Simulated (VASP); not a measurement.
Input of a VASP 6.6.1 run:

INCAR

```
SYSTEM = PbS
PREC = Accurate
ENCUT = 520
EDIFF = 1E-6
ISMEAR = -1
SIGMA = 0.02
LREAL = .False.
LASPH = .True.
NELM = 80
ALGO = Normal
ISIF = 2
LWAVE = .False.
LCHARG = .False.
GGA = PE
NBANDS = 17
```

File KPOINTS:

```
Automatic mesh
0
Gamma
  8 8 8
  0 0 0
```

File POSCAR:

```
PbS
1.0
    0.0000000000      3.0044521286      3.0044521286
    3.0044521286      0.0000000000      3.0044521286
    3.0044521286      3.0044521286      0.0000000000
Pb S
1 1
Direct
    0.0000000000      0.0000000000      0.0000000000
    0.5000000000      0.5000000000      0.5000000000
```

Potentials or basis: VASP PAW PBE potentials, release 64 (Pb_d, S).

Command:

```bash
$ cat potpaw_PBE.64/Pb_d/POTCAR potpaw_PBE.64/S/POTCAR > POTCAR
$ mpirun -np 1 vasp_std > vasp.out
```

Q: Predict the band gap on the k mesh.

A: 0.50 eV, direct.

Q: What does it give for the pressure?

A: -0.1 GPa.

Caveat: spin-orbit coupling is left out, which moves the levels of the heavy elements. A k mesh can miss the band edges.
